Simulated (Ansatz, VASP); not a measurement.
**Al4Si: VASP beside Ansatz**

INCAR

```
ALGO = Normal ; DIPOL = 0.5 0.5 0.500
EDIFF = 1E-6 ; ENCUT = 520
GGA = PS ; IDIPOL = 3
ISIF = 2 ; ISMEAR = -1
LASPH = True ; LCHARG = False
LDIPOL = True ; LREAL = False
LWAVE = False ; NBANDS = 16
NELM = 100 ; PREC = Accurate
SIGMA = 0.1
```

File KPOINTS:

```
k-points
0
Gamma
  13 9 1
```

File POSCAR:

```
Al4Si
1.0
    2.8388187244      0.0000000000      0.0000000000
    0.0000000000      4.0146959412      0.0000000000
    0.0000000000      0.0000000000     21.6776000000
Al Si
4 1
Direct
    0.0000000000      0.0000000000      0.3735785802
    0.5000000000      0.5000000000      0.4345880705
    0.5000000000      0.5000000000      0.5654119312
    0.0000000000      0.0000000000      0.6264214195
    0.0000000000      0.0000000000      0.4999999986
```

Input for Ansatz:

```yaml
crystal:
  lattice:
    - [2.8388187244, 0.0, 0.0]
    - [0.0, 4.0146959412, 0.0]
    - [0.0, 0.0, 21.6776]
  atoms:
    - { symbol: Al, position: [0.0, 0.0, 0.3735785802] }
    - { symbol: Al, position: [0.5, 0.5, 0.4345880705] }
    - { symbol: Si, position: [0.0, 0.0, 0.4999999986] }
    - { symbol: Al, position: [0.5, 0.5, 0.5654119312] }
    - { symbol: Al, position: [0.0, 0.0, 0.6264214195] }
kpoints:
  mp_grid: { grid: [13, 9, 1] }
scf:
  occupations: { method: fermi_dirac, width: 0.1 }
hamiltonian:
  xc: pbesol
  pseudopotentials: { kind: all_electron, lapw: { basis_error: 0.001 } }
output:
  forces: true
  stress: true
  eigenvalues: true
efield:
  axis: 3
  amplitude: 0
  dipole_correction: true
```

Alike in both runs: task single point; functional PBEsol; k mesh 13 × 9 × 1; occupations fermi-dirac, width 0.1 eV; no spin polarisation.

|  | VASP | Ansatz |
| --- | --- | --- |
| version | VASP 6.6.1 | Ansatz 0.2.0 |
| potentials or method | VASP PAW PBE potentials, release 64 (Al, Si), cutoff 520 eV | all-electron LAPW, scalar-relativistic |

|  | VASP | Ansatz | Ansatz less VASP |
| --- | --- | --- | --- |
| rms of the force components (eV/Å) | 0.127 | 0.129 | +0.0012 |

VASP's potentials were made for PBE, not for PBEsol. Ansatz ran all-electron here, and VASP with PAW potentials.
